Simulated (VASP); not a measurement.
# AlN (Pnma) in VASP: a series of runs

AlN is run at these levels: PBE; tasks: single point, relaxation of cell and atoms.

Everything below comes from runs of VASP 6.6.1. Logs are shortened: lines on timing, memory, paths and dates and some standing lists are left out, and cuts for length are marked.

## (1) The cell of the first run

Symmetry: Pnma, No. 62, orthorhombic system. Conventional cell: a = 5.779 Å, b = 3.204 Å, c = 5.228 Å, α = 90.00°, β = 90.00°, γ = 90.00°. Within 2.4 Å of Al (site symmetry m) lie 4 N at 1.84 to 1.97 Å. Within 2.4 Å of N (site symmetry m) lie 4 Al at 1.84 to 1.97 Å.

## (2) Single point, PBE

Contents of INCAR:

```
PREC = Accurate
ENCUT = 520
EDIFF = 1E-6
ISMEAR = 0
SIGMA = 0.02
LREAL = F
LASPH = T
NELM = 100
ALGO = Normal
ISIF = 2
LWAVE = F
LCHARG = F
GGA = PE
NBANDS = 26
```

Contents of KPOINTS:

```
Automatic mesh
0
Gamma
  4 8 6
```

Contents of POSCAR:

```
AlN
1.0
    5.7786311536      0.0000000000      0.0000000000
    0.0000000000      3.2035904407      0.0000000000
    0.0000000000      0.0000000000      5.2280619173
Al N
4 4
Direct
    0.8360952339      0.7500000000      0.4052035727
    0.6639047661      0.2500000000      0.9052035727
    0.3360952339      0.7500000000      0.0947964273
    0.1639047661      0.2500000000      0.5947964273
    0.8226223262      0.2500000000      0.5990826034
    0.6773776738      0.7500000000      0.0990826034
    0.3226223262      0.2500000000      0.9009173966
    0.1773776738      0.7500000000      0.4009173966
```

Potentials or basis: VASP PAW PBE potentials, release 64 (Al, N).

Started as:

```bash
$ cat potpaw_PBE.64/Al/POTCAR potpaw_PBE.64/N/POTCAR > POTCAR
$ mpirun -np 1 vasp_std > vasp.out
```

OUTCAR:

```text
PREC = Accurate
   ENCUT = 520
   EDIFF = 1E-6
   ISMEAR = 0
   LREAL = F
   LASPH = T
   NELM = 100
   ISIF = 2
   GGA = PE

 ion  position               nearest neighbor table
   1  0.836  0.750  0.405-   6 1.84   5 1.90   5 1.90   8 1.97   4 2.67   4 2.67   2 3.22   2 3.22
                             2 3.22   2 3.22   3 3.31   3 3.31
   2  0.664  0.250  0.905-   5 1.84   6 1.90   6 1.90   7 1.97   3 2.67   3 2.67   1 3.22   1 3.22
                             1 3.22   1 3.22   4 3.31   4 3.31
   3  0.336  0.750  0.095-   8 1.84   7 1.90   7 1.90   6 1.97   2 2.67   2 2.67   4 3.22   4 3.22
                             4 3.22   4 3.22   1 3.31   1 3.31
   4  0.164  0.250  0.595-   7 1.84   8 1.90   8 1.90   5 1.97   1 2.67   1 2.67   3 3.22   3 3.22
                             3 3.22   3 3.22   2 3.31   2 3.31
   5  0.823  0.250  0.599-   2 1.84   1 1.90   1 1.90   4 1.97
   6  0.677  0.750  0.099-   1 1.84   2 1.90   2 1.90   3 1.97
   7  0.323  0.250  0.901-   4 1.84   3 1.90   3 1.90   2 1.97
   8  0.177  0.750  0.401-   3 1.84   4 1.90   4 1.90   1 1.97

  LATTYP: Found a simple orthorhombic cell.
 ALAT       =     3.2035904407
 B/A-ratio  =     1.6319382936
 C/A-ratio  =     1.8037983508

  Lattice vectors:

 A1 = (   0.0000000000,   3.2035904407,   0.0000000000)
 A2 = (   0.0000000000,   0.0000000000,   5.2280619173)
 A3 = (   5.7786311536,   0.0000000000,   0.0000000000)

Analysis of symmetry for initial positions (statically):
=====================================================================
 Subroutine PRICEL returns:
 Original cell was already a primitive cell.

 Routine SETGRP: Setting up the symmetry group for a
 simple orthorhombic supercell.

 Subroutine GETGRP returns: Found  8 space group operations
 (whereof  2 operations were pure point group operations)
 out of a pool of  8 trial point group operations.

The static configuration has the point symmetry S_2 .
 The point group associated with its full space group is D_2h.

Analysis of symmetry for dynamics (positions and initial velocities):
=====================================================================
 Subroutine PRICEL returns:
 Original cell was already a primitive cell.

 Routine SETGRP: Setting up the symmetry group for a
 simple orthorhombic supercell.

 Subroutine GETGRP returns: Found  8 space group operations
 (whereof  2 operations were pure point group operations)
 out of a pool of  8 trial point group operations.

The dynamic configuration has the point symmetry S_2 .
 The point group associated with its full space group is D_2h.

 Subroutine INISYM returns: Found  8 space group operations
 (whereof  2 operations are pure point group operations),
 and found     1 'primitive' translations

----------------------------------------------------------------------------------------

                                     Primitive cell

  volume of cell :      96.7838

  direct lattice vectors                    reciprocal lattice vectors
     5.778631154  0.000000000  0.000000000     0.173051363  0.000000000  0.000000000
     0.000000000  3.203590441  0.000000000     0.000000000  0.312149764  0.000000000
     0.000000000  0.000000000  5.228061917     0.000000000  0.000000000  0.191275470

  length of vectors
     5.778631154  3.203590441  5.228061917     0.173051363  0.312149764  0.191275470

  position of ions in fractional coordinates (direct lattice)
     0.836095234  0.750000000  0.405203573
     0.663904766  0.250000000  0.905203573
     0.336095234  0.750000000  0.094796427
     0.163904766  0.250000000  0.594796427
     0.822622326  0.250000000  0.599082603
     0.677377674  0.750000000  0.099082603
     0.322622326  0.250000000  0.900917397
     0.177377674  0.750000000  0.400917397

  ion indices of the primitive-cell ions
   primitive index   ion index
                 1           1
                 2           2
                 3           3
                 4           4
                 5           5
                 6           6
                 7           7
                 8           8

----------------------------------------------------------------------------------------

 KPOINTS: Automatic mesh

Automatic generation of k-mesh.
 Grid dimensions read from file:
 generate k-points for:    4    8    6

 Generating k-lattice:

  Cartesian coordinates                     Fractional coordinates (reciprocal lattice)
     0.043262841  0.000000000  0.000000000     0.250000000  0.000000000  0.000000000
     0.000000000  0.039018720  0.000000000     0.000000000  0.125000000  0.000000000
     0.000000000  0.000000000  0.031879245     0.000000000  0.000000000  0.166666667

  Length of vectors
     0.043262841  0.039018720  0.031879245

  Shift w.r.t. Gamma in fractional coordinates (k-lattice)
     0.000000000  0.000000000  0.000000000

 Subroutine IBZKPT returns following result:
 ===========================================

 Found     60 irreducible k-points:

 Following reciprocal coordinates:
            Coordinates               Weight
  0.000000  0.000000  0.000000      1.000000
  0.250000  0.000000  0.000000      2.000000
  0.500000  0.000000  0.000000      1.000000
  0.000000  0.125000  0.000000      2.000000
  0.250000  0.125000  0.000000      4.000000
  0.500000  0.125000  0.000000      2.000000
[... 16 lines left out ...]
  0.250000  0.250000  0.166667      8.000000
  0.500000  0.250000  0.166667      4.000000
 [... further k-points ...]
   k-points           NKPTS =     60   k-points in BZ     NKDIM =     60   number of bands    NBANDS=     26
   number of dos      NEDOS =    301   number of ions     NIONS =      8
   total plane-waves  NPLWV =  46080
   dimension x,y,z NGX =    48 NGY =   24 NGZ =   40
   dimension x,y,z NGXF=    96 NGYF=   48 NGZF=   80
   ions per type =               4   4
   NGX,Y,Z   is equivalent  to a cutoff of  13.81, 12.45, 12.72 a.u.
   NGXF,Y,Z  is equivalent  to a cutoff of  27.62, 24.91, 25.44 a.u.
 SYSTEM =  unknown system
   PREC   = accura    normal or accurate (medium, high low for compatibility)
   ISTART =      0    job   : 0-new  1-cont  2-samecut
   ICHARG =      2    charge: 1-file 2-atom 10-const
   ISPIN  =      1    spin polarized calculation?
   LNONCOLLINEAR =      F non collinear calculations
   LSORBIT =      F    spin-orbit coupling
   LASPH  =      T    aspherical Exc in radial PAW
   ENCUT  =  520.0 eV  38.22 Ry    6.18 a.u.  10.74  5.96  9.72*2*pi/ulx,y,z
   NELM   =    100;   NELMIN=  2; NELMDL= -5     # of ELM steps
   EDIFF  = 0.1E-05   stopping-criterion for ELM
   LREAL  =      F    real-space projection
   EDIFFG = 0.1E-04   stopping-criterion for IOM
   NSW    =      0    number of steps for IOM
   IBRION =     -1    ionic relax: 0-MD 1-quasi-New 2-CG
   NFREE  =      0    steps in history (QN), initial steepest desc. (CG)
   ISIF   =      2    stress and relaxation
   ISYM   =      2    0-nonsym 1-usesym 2-fastsym
   POTIM  = 0.5000    time-step for ionic-motion
   TEBEG  =    0.0;   TEEND  =   0.0 temperature during run
   PSTRESS=    0.0 pullay stress
   NELECT =      32.0000    total number of electrons
   NUPDOWN=      -1.0000    fix difference up-down
   EMIN   =  10.00;   EMAX   =-10.00  energy-range for DOS
   EFERMI =   0.00;   METHOD = LEGACY
   ISMEAR =     0;   SIGMA  =   0.02  broadening in eV -4-tet -1-fermi 0-gaus
   EFERMI_NEDOS =   21; number of points for ismear=-14 and -15
   IALGO  =     38    algorithm
   IMIX   =      4    mixing-type and parameters
     AMIX     =   0.40;   BMIX     =  1.00
     AMIX_MAG =   1.60;   BMIX_MAG =  1.00
  volume/ion in A,a.u.               =      12.10        81.64
  Fermi-wavevector in a.u.,A,eV,Ry     =   1.132028  2.139223 17.435702  1.281488
  Thomas-Fermi vector in A             =   2.268728
   LORBIT       =      0    0 simple, 1 ext, 2 COOP (PROOUT), +10 PAW based schemes
   GGA     = PE    functional components
   LHFCALC =     F    Hartree Fock is set to
   AEXX    =    0.0000 exact exchange contribution
   IVDW    =     0    specifies the selected vdW correction
   LEPSILON=     F    determine dielectric tensor
   LRPA    =     F    only Hartree local field effects (RPA)
 non-spin polarized calculation
 Gauss-broadening in eV      SIGMA  =   0.02
  energy-cutoff  :      520.00
  volume of cell :       96.78
 maximum number of plane-waves:      2628
 NGX is ok and might be reduce to    48
   NGX = 21   NGY = 11   NGZ = 19

 number of electron      31.9999991 magnetization

 Free energy of the ion-electron system (eV)
  ---------------------------------------------------
  ext. energy  EPLUGINS =         0.00000000
  ---------------------------------------------------
  free energy    TOTEN  =       -58.63896987 eV

  energy without entropy =      -58.63896987  energy(sigma->0) =      -58.63896987

 E-fermi :   4.6039     XC(G=0): -10.0248

 val. band max:        4.4634020604   @ k =   0.0000   0.0000   0.0000
 cond. band min:       7.9293319694   @ k =   0.0000   0.0000   0.0000
 fundamental gap:      3.4659299090
 Fermi energy:         4.6039077877

 k-point     1 :       0.0000    0.0000    0.0000
  band No.  band energies     occupation
      1     -10.2810      2.00000
      2      -8.8659      2.00000
      3      -8.4143      2.00000
      4      -7.6823      2.00000
      5      -0.6572      2.00000
      6      -0.1123      2.00000
[... 18 lines left out ...]
     25      15.4766      0.00000
     26      15.6720      0.00000

 k-point     2 :       0.2500    0.0000    0.0000
  band No.  band energies     occupation
      1     -10.1441      2.00000
      2      -9.2457      2.00000
      3      -8.1415      2.00000
      4      -7.7238      2.00000
      5      -0.6149      2.00000
      6      -0.3994      2.00000
[... 18 lines left out ...]
     25      15.5757      0.00000
     26      15.7574      0.00000

 k-point     3 :       0.5000    0.0000    0.0000
  band No.  band energies     occupation
      1      -9.7651      2.00000
      2      -9.7651      2.00000
      3      -7.8681      2.00000
      4      -7.8681      2.00000
      5      -0.6126      2.00000
      6      -0.6126      2.00000
[... 18 lines left out ...]
     25      15.7091      0.00000
     26      15.8272      0.00000

 k-point     4 :       0.0000    0.1250    0.0000
  band No.  band energies     occupation
      1     -10.1449      2.00000
      2      -8.7710      2.00000
      3      -8.3418      2.00000
      4      -7.6922      2.00000
      5      -0.5773      2.00000
      6       0.0080      2.00000
[... 18 lines left out ...]
     25      15.2515      0.00000
     26      15.5332      0.00000

 k-point     5 :       0.2500    0.1250    0.0000
  band No.  band energies     occupation
      1     -10.0106      2.00000
      2      -9.1360      2.00000
      3      -8.0897      2.00000
      4      -7.7251      2.00000
      5      -0.5212      2.00000
      6      -0.2507      2.00000
[... 18 lines left out ...]
     25      15.1650      0.00000
     26      15.3510      0.00000

 k-point     6 :       0.5000    0.1250    0.0000
  band No.  band energies     occupation
      1      -9.6402      2.00000
      2      -9.6402      2.00000
      3      -7.8461      2.00000
      4      -7.8461      2.00000
      5      -0.4791      2.00000
      6      -0.4791      2.00000
[... 427 lines left out ...]
 k-point    21 :       0.5000    0.1250    0.1667
  band No.  band energies     occupation
      1      -9.6014      2.00000
      2      -9.6014      2.00000
      3      -7.9129      2.00000
      4      -7.9129      2.00000
      5      -0.3592      2.00000
      6      -0.3592      2.00000
[... 18 lines left out ...]
     25      15.0237      0.00000
     26      15.0237      0.00000

 k-point    22 :       0.0000    0.2500    0.1667
  band No.  band energies     occupation
      1      -9.6905      2.00000
      2      -8.6326      2.00000
      3      -8.1274      2.00000
      4      -7.7754      2.00000
      5      -0.4442      2.00000
      6       0.1795      2.00000
[... 18 lines left out ...]
     25      14.7737      0.00000
     26      15.3005      0.00000

 k-point    23 :       0.2500    0.2500    0.1667
  band No.  band energies     occupation
      1      -9.5724      2.00000
      2      -8.8591      2.00000
      3      -8.0199      2.00000
      4      -7.7946      2.00000
      5      -0.3603      2.00000
      6       0.1315      2.00000
[... 18 lines left out ...]
     25      14.8133      0.00000
     26      15.3103      0.00000

 k-point    24 :       0.5000    0.2500    0.1667
  band No.  band energies     occupation
      1      -9.2555      2.00000
      2      -9.2555      2.00000
      3      -7.8775      2.00000
      4      -7.8775      2.00000
      5      -0.1685      2.00000
      6      -0.1685      2.00000
[... 18 lines left out ...]
     25      15.0353      0.00000
     26      15.0409      0.00000

 [... further k-points ...]

------------------------ aborting loop because EDIFF is reached ----------------------------------------

  FORCE on cell =-STRESS in cart. coord.  units (eV):
  Direction    XX          YY          ZZ          XY          YZ          ZX
  --------------------------------------------------------------------------------------
  -------------------------------------------------------------------------------------
  Total       -0.1050155     -0.1453553     -0.1870033      0.0000000      0.0000000      0.0000000
  in kB       -1.7384463     -2.4062397     -3.0956879      0.0000000      0.0000000      0.0000000
  external PRESSURE =      -2.4134580 kB  Pullay stress =       0.0000000 kB

 VOLUME and BASIS-vectors are now :
 -----------------------------------------------------------------------------
  energy-cutoff  :      520.00
  volume of cell :       96.78
      direct lattice vectors                 reciprocal lattice vectors
     5.778631154  0.000000000  0.000000000     0.173051363  0.000000000  0.000000000
     0.000000000  3.203590441  0.000000000     0.000000000  0.312149764  0.000000000
     0.000000000  0.000000000  5.228061917     0.000000000  0.000000000  0.191275470

 POSITION                                       TOTAL-FORCE (eV/Angst)
 -----------------------------------------------------------------------------------
      4.83149      2.40269      2.11843         0.002504     -0.000000      0.002472
      3.83646      0.80090      4.73246        -0.002504      0.000000      0.002472
      1.94217      2.40269      0.49560         0.002504      0.000000     -0.002472
      0.94715      0.80090      3.10963        -0.002504      0.000000     -0.002472
      4.75363      0.80090      3.13204        -0.002144      0.000000      0.001053
      3.91432      2.40269      0.51801         0.002144      0.000000      0.001053
      1.86432      0.80090      4.71005        -0.002144      0.000000     -0.001053
      1.02500      2.40269      2.09602         0.002144     -0.000000     -0.001053
 -----------------------------------------------------------------------------------
    total drift:                                0.000000      0.000000      0.000000

  FREE ENERGIE OF THE ION-ELECTRON SYSTEM (eV)
  ---------------------------------------------------
  free  energy   TOTEN  =       -58.6389698716 eV

  energy  without entropy=      -58.6389698716  energy(sigma->0) =      -58.63896987
```

Wall time 67 s (1 thread of AMD EPYC 9R45 (Zen 5), shared host); peak memory 0.23 GiB.

Results:

```yaml
Free_energy: -58.6390 eV
Pressure: -0.2 GPa
Largest_force: 0.004 eV/Å
Band_gap_on_the_k_mesh: 3.47 eV, direct
```

Forces in eV/Å, atoms in the order of the input:
```
Al   0.003  0.000  0.002
Al  -0.003  0.000  0.002
Al   0.003  0.000 -0.002
Al  -0.003  0.000 -0.002
N   -0.002  0.000  0.001
N    0.002  0.000  0.001
N   -0.002  0.000 -0.001
N    0.002  0.000 -0.001
```

A k mesh can miss the band edges.

## (3) Relaxation of cell and atoms, PBE

Contents of INCAR:

```
  ALGO = Normal
  EDIFF = 1E-6
  EDIFFG = -0.01
  ENCUT = 600
  GGA = PE
  IBRION = 2
  ISIF = 3
  ISMEAR = 0
  LASPH = T
  LCHARG = F
  LREAL = F
  LWAVE = F
  NELM = 100
  NSW = 100
  PREC = Accurate
  SIGMA = 0.02
```

Contents of KPOINTS:

```
k-points
0
Gamma
  4 8 6
```

Contents of POSCAR:

```
AlN
1.0
    5.7778375487      0.0000000000      0.0000000000
    0.0000000000      3.2024061547      0.0000000000
    0.0000000000      0.0000000000      5.2303917883
Al N
4 4
Direct
    0.8360691112      0.7500000000      0.4051494206
    0.6639308888      0.2500000000      0.9051494206
    0.3360691112      0.7500000000      0.0948505794
    0.1639308888      0.2500000000      0.5948505794
    0.8226118430      0.2500000000      0.5991012726
    0.6773881570      0.7500000000      0.0991012726
    0.3226118430      0.2500000000      0.9008987274
    0.1773881570      0.7500000000      0.4008987274
```

Potentials or basis: VASP PAW PBE potentials, release 64 (Al, N).

Started as:

```bash
$ cat potpaw_PBE.64/Al/POTCAR potpaw_PBE.64/N/POTCAR > POTCAR
$ mpirun -np 1 vasp_std > vasp.out
```

Wall time 1.8 min (1 thread of AMD EPYC 9R45 (Zen 5), shared host); peak memory 0.26 GiB.

The run converged. Its results:

```
Free energy                            : -58.6449 eV
Relaxed volume                         : 12.07 Å³/atom
Relaxed cell                           : a = 5.775 Å, b = 3.201 Å, c = 5.225 Å, α = 90.00°, β = 90.00°, γ = 90.00°
Space group after relaxing (to 0.05 Å) : Pnma (No. 62)
Energy gained by relaxing              : 0.0 meV/atom
Ionic steps                            : 3
Pressure after relaxing                : 0.0 GPa
Largest force after relaxing           : 0.006 eV/Å
Band gap on the k mesh                 : 3.48 eV, direct
```

Forces on the atoms (eV/Å):
```
Al   0.002  0.000  0.005
Al  -0.002  0.000  0.005
Al   0.002  0.000 -0.005
Al  -0.002  0.000 -0.005
N   -0.004  0.000 -0.002
N    0.004  0.000 -0.002
N   -0.004  0.000  0.002
N    0.004  0.000  0.002
```

Stress tensor (GPa, compression positive):
```
 0.00  0.00  0.00
 0.00  0.08  0.00
 0.00  0.00 -0.02
```

Step by step:
```csv
step,energy change (eV),largest force (eV/Å),pressure (GPa),volume (Å³)
1,0.0000,0.0060,-0.33,96.78
2,-0.0001,0.0070,0.27,96.43
3,-0.0002,0.0057,0.02,96.57
```

Final structure:
```cif
data_structure
_symmetry_space_group_name_H-M 'P 1'
_symmetry_Int_Tables_number 1
_cell_length_a 5.7746
_cell_length_b 3.2006
_cell_length_c 5.2251
_cell_angle_alpha 90.000
_cell_angle_beta 90.000
_cell_angle_gamma 90.000
_cell_volume 96.57
loop_
_atom_site_label
_atom_site_type_symbol
_atom_site_fract_x
_atom_site_fract_y
_atom_site_fract_z
_atom_site_occupancy
Al1 Al 0.83608 0.75000 0.40517 1
Al2 Al 0.66392 0.25000 0.90517 1
Al3 Al 0.33608 0.75000 0.09483 1
Al4 Al 0.16392 0.25000 0.59483 1
N1 N 0.82258 0.25000 0.59911 1
N2 N 0.67742 0.75000 0.09911 1
N3 N 0.32258 0.25000 0.90089 1
N4 N 0.17742 0.75000 0.40089 1
```

Levels at points of the mesh, in eV from the valence-band top:
```tsv
k point	band 13	band 14	band 15	band 16	band 17	band 18	band 19	band 20
(0.00, 0.00, 0.00)	-0.69	-0.17	-0.15	0.00	3.48	5.81	6.10	6.91
(0.50, 0.00, 0.00)	-0.58	-0.58	-0.36	-0.36	5.12	5.12	6.06	6.06
(0.00, 0.50, 0.00)	-1.74	-1.74	-0.91	-0.91	5.25	5.25	7.05	7.05
(0.50, 0.50, 0.00)	-0.87	-0.87	-0.87	-0.87	6.00	6.00	6.00	6.00
(0.00, 0.00, 0.50)	-0.67	-0.67	-0.44	-0.44	5.56	5.56	7.40	7.40
(0.50, 0.00, 0.50)	-0.51	-0.51	-0.44	-0.44	5.46	5.46	6.54	6.54
(0.00, 0.50, 0.50)	-0.68	-0.68	-0.14	-0.14	6.08	6.08	7.07	7.07
(0.50, 0.50, 0.50)	-1.10	-1.10	-1.10	-1.10	6.10	6.10	6.10	6.10
```
